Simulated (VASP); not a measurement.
A run of VASP 6.6.1:

The input INCAR:

```
ALGO = Normal
EDIFF = 1E-7
EDIFFG = -0.025
ENCUT = 600
GGA = PE
IBRION = 2
ISIF = 3
ISMEAR = 0
LASPH = T
LCHARG = F
LREAL = F
LWAVE = F
NELM = 100
NSW = 80
PREC = Accurate
SIGMA = 0.1
```

File KPOINTS:

```
k-points
0
Gamma
  2 2 2
```

Contents of POSCAR:

```
HgH3
1.0
    7.1740754908      0.0910723433      0.0532918081
    0.0910723433      7.1866117153      0.0393774474
    0.0532918081      0.0393774474      7.1263540071
Hg H
2 6
Direct
    0.4980681617      0.5384152557      0.4829404311
   -0.0223950392      0.0229868886      0.0073189330
    0.0550866426      0.4714211619      0.4743081333
    0.9426415640      0.5001773036      0.4999675253
    0.5074158476      0.0540829858      0.5112663807
    0.4923911608      0.9282929506      0.5037551015
    0.5120881207      0.4938660828      0.0816101089
    0.5147035418      0.4907573709      0.9388333861
```

Potentials or basis: VASP PAW PBE potentials, release 64 (Hg, H).

Run with:

```sh
$ cat potpaw_PBE.64/Hg/POTCAR potpaw_PBE.64/H/POTCAR > POTCAR
$ mpirun -np 1 vasp_std > vasp.out
```

Hardware: 1 thread of Intel(R) Xeon(R) 6975P-C (Granite Rapids), with other jobs on the host.

**Question.** How long does it take, and how much memory?

**Answer.** Run time: 12 min on 1 thread of Intel(R) Xeon(R) 6975P-C (Granite Rapids), with other jobs on the host, peak memory 0.56 GiB. Counts: scf iterations 200, k points 8, ion steps 24.
